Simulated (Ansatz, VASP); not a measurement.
CdS: VASP beside Ansatz

```
Cd S
1.0
    -0.03732    2.93129    2.93129
     2.93129   -0.03732    2.93129
     2.93129    2.93129   -0.03732
Cd S
1 1
Direct
  0.99863 0.99863 0.99863
  0.25137 0.25137 0.25137
```

Change from the starting cell: epitaxial_111 strain +1.0%.

Alike in both runs: task single point; functional r2SCAN; k mesh 8 × 8 × 8; occupations fermi-dirac, width 0.02 eV; non-collinear spin, spin-orbit coupling.

|  | VASP | Ansatz |
| --- | --- | --- |
| version | VASP 6.6.1 | Ansatz 0.2.0 |
| potentials or method | VASP PAW PBE potentials, release 64 (Cd, S) | plane waves, PAW |
| plane-wave cutoff (eV) | 520 | 500 |
| valence electrons in the cell | 18 | 26 |

|  | VASP | Ansatz | Ansatz less VASP |
| --- | --- | --- | --- |
| pressure (GPa) | -0.4 | -0.7 | -0.31 |
| traceless stress, the component that is largest in VASP (GPa) | 0.34 | 0.33 | -0.003 |

VASP's potentials were made for PBE, not for r2SCAN. VASP's potentials hold 18 valence electrons a cell and Ansatz's 26, so a difference there can come from the potentials and not from the codes.
